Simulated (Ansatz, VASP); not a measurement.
## As: VASP beside Ansatz

```
As
1.0
     2.67508    0.00000    0.00000
     0.00000    2.67508    0.00000
     0.00000    0.00000    2.67508
As
1
Direct
  0.00000 0.00000 0.00000
```

Alike in both runs: task single point; functional LDA; k mesh 13 × 13 × 13; occupations fermi-dirac, width 0.1 eV; no spin polarisation.

|  | VASP | Ansatz |
| --- | --- | --- |
| version | VASP 6.6.1 | Ansatz 0.2.0 |
| potentials or method | VASP PAW LDA potentials, release 64 (As), cutoff 520 eV | plane waves (420 eV) with PAW, scalar-relativistic |
| valence electrons in the cell | 5 | 15 |

```tsv
	VASP	Ansatz	Ansatz less VASP
pressure (GPa)	0.3	0.0	-0.40
```

Ansatz warns that its potentials were made for another functional, while VASP's fit it. LDA's correlation is that of Perdew and Zunger in VASP and of Perdew and Wang (1992) in Ansatz. VASP's potentials hold 5 valence electrons a cell and Ansatz's 15, so a difference there can come from the potentials and not from the codes.
